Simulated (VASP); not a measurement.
A run of VASP 6.6.1 is set up as follows.

The input INCAR:

```
SYSTEM = ZnBi3
ALGO = Fast ; EDIFF = 1E-7
ENCUT = 520 ; GGA = PS
ISIF = 2 ; ISMEAR = 0
LASPH = .TRUE. ; LCHARG = .TRUE.
LELF = .TRUE. ; LREAL = .FALSE.
LVHAR = .TRUE. ; LWAVE = .FALSE.
NBANDS = 36 ; NELM = 100
PREC = Accurate ; SIGMA = 0.1
```

File KPOINTS:

```
k-points
0
G
  8 8 8
  0 0 0
```

The input POSCAR:

```
ZnBi3
1.0
    4.5278028673      0.0000000000      0.0000000000
    0.0000000000      5.0100999084      0.0000000000
    0.0000000000      0.0000000000      4.9226753462
Zn Bi
1 3
Direct
    0.0000000000      0.0000000000      0.0069983371
    0.0000000000      0.5000000000      0.4812876782
    0.5000000000      0.0000000000      0.5305210884
    0.5000000000      0.5000000000     -0.0188071038
```

Potentials or basis: VASP PAW PBE potentials, release 64 (Zn, Bi_d).

The run is started by

```bash
$ cat potpaw_PBE.64/Zn/POTCAR potpaw_PBE.64/Bi_d/POTCAR > POTCAR
$ mpirun -np 1 vasp_std > vasp.out
```

(1) What does it give for the band gap on the k mesh?

(2) Predict the pressure.

Results:

(1) zero (an odd number of electrons rules out a gap without spin polarisation).

(2) -0.7 GPa.

Caveat: the cell differs from its parent crystal (strained and its atoms moved); the PAW data sets were made with another functional, which shifts forces and pressure a little; spin-orbit coupling is left out, which moves the levels of the heavy elements.
